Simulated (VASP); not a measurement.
# Li4SiN (P4/mmm) in VASP: single point with PBE

Aim: the single point of Li4SiN with PBE.

Everything below comes from runs of VASP 6.6.1. Logs are shortened: lines on timing, memory, paths and dates and some standing lists are left out, and cuts for length are marked.

## (1) The cell of the first run

The structure is tetragonal, space group P4/mmm (No. 123). Conventional cell: a = 3.810 Å, b = 3.810 Å, c = 5.973 Å, α = 90.00°, β = 90.00°, γ = 90.00°. Li (site symmetry 2mm) has 2 Si at 2.41 Å and 2 N at 2.41 Å and 6 Li at 2.69 to 3.03 Å within 3.2 Å. Si (site symmetry 4/mmm) has 8 Li at 2.41 Å and 4 N at 2.69 Å within 3.2 Å. N (site symmetry 4/mmm) has 8 Li at 2.41 Å and 4 Si at 2.69 Å within 3.2 Å.

## (2) Single point, PBE

Input file INCAR:

```
ALGO     = Normal         # electronic algorithm
EDIFF    = 1E-6           # SCF threshold, eV
ENCUT    = 520            # plane-wave cutoff, eV
GGA      = PE             # functional
ISIF     = 2              # what is computed and relaxed
ISMEAR   = 0              # smearing method
LASPH    = T              # aspherical terms in the spheres
LCHARG   = F              # write CHGCAR
LREAL    = F              # projectors in reciprocal space
LWAVE    = F              # write WAVECAR
NBANDS   = 20             # bands
NELM     = 100            # most SCF steps
PREC     = Accurate       # precision mode
SIGMA    = 0.1            # smearing width, eV
```

Input file KPOINTS:

```
k-points
0
Gamma
  4 4 4
```

Input file POSCAR:

```
Li4SiN
1.0
    3.8099086400      0.0000000000      0.0000000000
    0.0000000000      3.8099086400      0.0000000000
    0.0000000000      0.0000000000      5.9731774200
Li Si N
4 1 1
Direct
    0.0000000000      0.5000000000      0.2539779300
    0.5000000000      0.0000000000      0.2539779300
    0.0000000000      0.5000000000      0.7460220700
    0.5000000000      0.0000000000      0.7460220700
    0.0000000000      0.0000000000      0.5000000000
    0.5000000000      0.5000000000      0.5000000000
```

Potentials or basis: VASP PAW PBE potentials, release 64 (Li_sv, Si, N).

Launch:

```console
$ cat potpaw_PBE.64/Li_sv/POTCAR potpaw_PBE.64/Si/POTCAR potpaw_PBE.64/N/POTCAR > POTCAR
$ mpirun -np 1 vasp_std > vasp.out
```

OUTCAR:

```text
EDIFF = 1E-6
   ENCUT = 520
   GGA = PE
   ISIF = 2
   ISMEAR = 0
   LASPH = T
   LREAL = F
   NELM = 100
   PREC = Accurate

 ion  position               nearest neighbor table
   1  0.000  0.500  0.254-   5 2.41   5 2.41
   2  0.500  0.000  0.254-   5 2.41   5 2.41
   3  0.000  0.500  0.746-   5 2.41   5 2.41
   4  0.500  0.000  0.746-   5 2.41   5 2.41
   5  0.000  0.000  0.500-   1 2.41   2 2.41   3 2.41   4 2.41   1 2.41   3 2.41   2 2.41   4 2.41

   6  0.500  0.500  0.500-

  LATTYP: Found a simple tetragonal cell.
 ALAT       =     3.8099086400
 C/A-ratio  =     1.5678006967

  Lattice vectors:

 A1 = (   3.8099086400,   0.0000000000,   0.0000000000)
 A2 = (   0.0000000000,   3.8099086400,   0.0000000000)
 A3 = (   0.0000000000,   0.0000000000,   5.9731774200)

Analysis of symmetry for initial positions (statically):
=====================================================================
 Subroutine PRICEL returns:
 Original cell was already a primitive cell.

 Routine SETGRP: Setting up the symmetry group for a
 simple tetragonal supercell.

 Subroutine GETGRP returns: Found 16 space group operations
 (whereof 16 operations were pure point group operations)
 out of a pool of 16 trial point group operations.

The static configuration has the point symmetry D_4h.

Analysis of symmetry for dynamics (positions and initial velocities):
=====================================================================
 Subroutine PRICEL returns:
 Original cell was already a primitive cell.

 Routine SETGRP: Setting up the symmetry group for a
 simple tetragonal supercell.

 Subroutine GETGRP returns: Found 16 space group operations
 (whereof 16 operations were pure point group operations)
 out of a pool of 16 trial point group operations.

The dynamic configuration has the point symmetry D_4h.

 Subroutine INISYM returns: Found 16 space group operations
 (whereof 16 operations are pure point group operations),
 and found     1 'primitive' translations

----------------------------------------------------------------------------------------

                                     Primitive cell

  volume of cell :      86.7031

  direct lattice vectors                    reciprocal lattice vectors
     3.809908640  0.000000000  0.000000000     0.262473485  0.000000000  0.000000000
     0.000000000  3.809908640  0.000000000     0.000000000  0.262473485  0.000000000
     0.000000000  0.000000000  5.973177420     0.000000000  0.000000000  0.167415084

  length of vectors
     3.809908640  3.809908640  5.973177420     0.262473485  0.262473485  0.167415084

  position of ions in fractional coordinates (direct lattice)
     0.000000000  0.500000000  0.253977930
     0.500000000  0.000000000  0.253977930
     0.000000000  0.500000000  0.746022070
     0.500000000  0.000000000  0.746022070
     0.000000000  0.000000000  0.500000000
     0.500000000  0.500000000  0.500000000

  ion indices of the primitive-cell ions
   primitive index   ion index
                 1           1
                 2           2
                 3           3
                 4           4
                 5           5
                 6           6

----------------------------------------------------------------------------------------

 KPOINTS: k-points

Automatic generation of k-mesh.
 Grid dimensions read from file:
 generate k-points for:    4    4    4

 Generating k-lattice:

  Cartesian coordinates                     Fractional coordinates (reciprocal lattice)
     0.065618371  0.000000000  0.000000000     0.250000000  0.000000000  0.000000000
     0.000000000  0.065618371  0.000000000     0.000000000  0.250000000  0.000000000
     0.000000000  0.000000000  0.041853771     0.000000000  0.000000000  0.250000000

  Length of vectors
     0.065618371  0.065618371  0.041853771

  Shift w.r.t. Gamma in fractional coordinates (k-lattice)
     0.000000000  0.000000000  0.000000000

 Subroutine IBZKPT returns following result:
 ===========================================

 Found     18 irreducible k-points:

 Following reciprocal coordinates:
            Coordinates               Weight
  0.000000  0.000000  0.000000      1.000000
  0.250000  0.000000  0.000000      4.000000
  0.500000  0.000000  0.000000      2.000000
  0.250000  0.250000  0.000000      4.000000
  0.500000  0.250000  0.000000      4.000000
  0.500000  0.500000  0.000000      1.000000
[... 10 lines left out ...]
  0.500000  0.250000  0.500000      4.000000
  0.500000  0.500000  0.500000      1.000000
   k-points           NKPTS =     18   k-points in BZ     NKDIM =     18   number of bands    NBANDS=     20
   number of dos      NEDOS =    301   number of ions     NIONS =      6
   total plane-waves  NPLWV =  37632
   dimension x,y,z NGX =    28 NGY =   28 NGZ =   48
   dimension x,y,z NGXF=    56 NGYF=   56 NGZF=   96
   ions per type =               4   1   1
   NGX,Y,Z   is equivalent  to a cutoff of  12.22, 12.22, 13.36 a.u.
   NGXF,Y,Z  is equivalent  to a cutoff of  24.44, 24.44, 26.72 a.u.
 SYSTEM =  unknown system
   PREC   = accura    normal or accurate (medium, high low for compatibility)
   ISTART =      0    job   : 0-new  1-cont  2-samecut
   ICHARG =      2    charge: 1-file 2-atom 10-const
   ISPIN  =      1    spin polarized calculation?
   LNONCOLLINEAR =      F non collinear calculations
   LSORBIT =      F    spin-orbit coupling
   LASPH  =      T    aspherical Exc in radial PAW
   ENCUT  =  520.0 eV  38.22 Ry    6.18 a.u.   7.08  7.08 11.11*2*pi/ulx,y,z
   NELM   =    100;   NELMIN=  2; NELMDL= -5     # of ELM steps
   EDIFF  = 0.1E-05   stopping-criterion for ELM
   LREAL  =      F    real-space projection
   EDIFFG = 0.1E-04   stopping-criterion for IOM
   NSW    =      0    number of steps for IOM
   IBRION =     -1    ionic relax: 0-MD 1-quasi-New 2-CG
   NFREE  =      0    steps in history (QN), initial steepest desc. (CG)
   ISIF   =      2    stress and relaxation
   ISYM   =      2    0-nonsym 1-usesym 2-fastsym
   POTIM  = 0.5000    time-step for ionic-motion
   TEBEG  =    0.0;   TEEND  =   0.0 temperature during run
   PSTRESS=    0.0 pullay stress
   NELECT =      21.0000    total number of electrons
   NUPDOWN=      -1.0000    fix difference up-down
   EMIN   =  10.00;   EMAX   =-10.00  energy-range for DOS
   EFERMI =   0.00;   METHOD = LEGACY
   ISMEAR =     0;   SIGMA  =   0.10  broadening in eV -4-tet -1-fermi 0-gaus
   EFERMI_NEDOS =   21; number of points for ismear=-14 and -15
   IALGO  =     38    algorithm
   IMIX   =      4    mixing-type and parameters
     AMIX     =   0.40;   BMIX     =  1.00
     AMIX_MAG =   1.60;   BMIX_MAG =  1.00
  volume/ion in A,a.u.               =      14.45        97.52
  Fermi-wavevector in a.u.,A,eV,Ry     =   1.020477  1.928421 14.168735  1.041373
  Thomas-Fermi vector in A             =   2.154048
   LORBIT       =      0    0 simple, 1 ext, 2 COOP (PROOUT), +10 PAW based schemes
   GGA     = PE    functional components
   LHFCALC =     F    Hartree Fock is set to
   AEXX    =    0.0000 exact exchange contribution
   IVDW    =     0    specifies the selected vdW correction
   LEPSILON=     F    determine dielectric tensor
   LRPA    =     F    only Hartree local field effects (RPA)
 non-spin polarized calculation
 Gauss-broadening in eV      SIGMA  =   0.10
  energy-cutoff  :      520.00
  volume of cell :       86.70
 maximum number of plane-waves:      2366
   NGX = 15   NGY = 15   NGZ = 23

 number of electron      21.0000012 magnetization

 Free energy of the ion-electron system (eV)
  ---------------------------------------------------
  ext. energy  EPLUGINS =         0.00000000
  ---------------------------------------------------
  free energy    TOTEN  =       -20.12930693 eV

  energy without entropy =      -20.12886215  energy(sigma->0) =      -20.12908454

 E-fermi :   2.9772     XC(G=0):  -8.4527

 val. band max:        2.7913381731   @ k =   0.2500   0.2500   0.2500
 cond. band min:       3.1464355944   @ k =   0.5000   0.0000   0.0000
 fundamental gap:      0.3550974213
 Fermi energy:         2.9772128203

 k-point     1 :       0.0000    0.0000    0.0000
  band No.  band energies     occupation
      1     -43.3063      2.00000
      2     -43.2959      2.00000
      3     -43.2551      2.00000
      4     -43.2471      2.00000
      5     -10.6837      2.00000
      6      -3.5844      2.00000
[... 12 lines left out ...]
     19       9.6355      0.00000
     20       9.9541      0.00000

 k-point     2 :       0.2500    0.0000    0.0000
  band No.  band energies     occupation
      1     -43.2986      2.00000
      2     -43.2886      2.00000
      3     -43.2624      2.00000
      4     -43.2540      2.00000
      5     -10.4841      2.00000
      6      -4.5426      2.00000
[... 12 lines left out ...]
     19      10.2967      0.00000
     20      11.0006      0.00000

 k-point     3 :       0.5000    0.0000    0.0000
  band No.  band energies     occupation
      1     -43.2803      2.00000
      2     -43.2802      2.00000
      3     -43.2712      2.00000
      4     -43.2711      2.00000
      5     -10.2496      2.00000
      6      -5.3296      2.00000
[... 12 lines left out ...]
     19      11.1224      0.00000
     20      11.7392      0.00000

 k-point     4 :       0.2500    0.2500    0.0000
  band No.  band energies     occupation
      1     -43.2931      2.00000
      2     -43.2833      2.00000
      3     -43.2674      2.00000
      4     -43.2588      2.00000
      5     -10.3232      2.00000
      6      -4.6424      2.00000
[... 291 lines left out ...]
 k-point    17 :       0.5000    0.2500    0.5000
  band No.  band energies     occupation
      1     -43.2766      2.00000
      2     -43.2766      2.00000
      3     -43.2742      2.00000
      4     -43.2742      2.00000
      5     -10.1393      2.00000
      6      -4.8649      2.00000
[... 12 lines left out ...]
     19      10.1662      0.00000
     20      11.5979      0.00000

 k-point    18 :       0.5000    0.5000    0.5000
  band No.  band energies     occupation
      1     -43.2764      2.00000
      2     -43.2764      2.00000
      3     -43.2740      2.00000
      4     -43.2740      2.00000
      5     -10.0237      2.00000
      6      -4.1264      2.00000
[... 12 lines left out ...]
     19       9.5778      0.00000
     20       9.5778      0.00000

------------------------ aborting loop because EDIFF is reached ----------------------------------------

  FORCE on cell =-STRESS in cart. coord.  units (eV):
  Direction    XX          YY          ZZ          XY          YZ          ZX
  --------------------------------------------------------------------------------------
  -------------------------------------------------------------------------------------
  Total       -1.4747831     -1.4747831      2.1800539      0.0000000      0.0000000      0.0000000
  in kB      -27.2523657    -27.2523657     40.2849911      0.0000000      0.0000000      0.0000000
  external PRESSURE =      -4.7399134 kB  Pullay stress =       0.0000000 kB

 VOLUME and BASIS-vectors are now :
 -----------------------------------------------------------------------------
  energy-cutoff  :      520.00
  volume of cell :       86.70
      direct lattice vectors                 reciprocal lattice vectors
     3.809908640  0.000000000  0.000000000     0.262473485  0.000000000  0.000000000
     0.000000000  3.809908640  0.000000000     0.000000000  0.262473485  0.000000000
     0.000000000  0.000000000  5.973177420     0.000000000  0.000000000  0.167415084

 POSITION                                       TOTAL-FORCE (eV/Angst)
 -----------------------------------------------------------------------------------
      0.00000      1.90495      1.51706        -0.000000      0.000000     -0.204547
      1.90495      0.00000      1.51706        -0.000000     -0.000000     -0.204547
      0.00000      1.90495      4.45612        -0.000000      0.000000      0.204547
      1.90495      0.00000      4.45612         0.000000     -0.000000      0.204547
      0.00000      0.00000      2.98659         0.000000     -0.000000      0.000000
      1.90495      1.90495      2.98659         0.000000     -0.000000      0.000000
 -----------------------------------------------------------------------------------
    total drift:                                0.000000      0.000000      0.000000

  FREE ENERGIE OF THE ION-ELECTRON SYSTEM (eV)
  ---------------------------------------------------
  free  energy   TOTEN  =       -20.1293069282 eV

  energy  without entropy=      -20.1288621506  energy(sigma->0) =      -20.12908454
```

It took 46 s on 1 thread of AMD EPYC 7R13, shared host; peak memory 0.16 GiB.

Results:

| Quantity | Value |
| --- | --- |
| Free energy | -20.1293 eV |
| Largest force | 0.205 eV/Å |

Forces on the atoms (eV/Å):
```
Li   0.000  0.000 -0.205
Li   0.000  0.000 -0.205
Li   0.000  0.000  0.205
Li   0.000  0.000  0.205
Si   0.000  0.000  0.000
N    0.000  0.000  0.000
```

Caveat: the k points lie up to 0.41 Å⁻¹ apart; the cutoff is under 1.25 times the usual one of these potentials, so pressure, stress and relaxed cells hold a basis-set (Pulay) error.
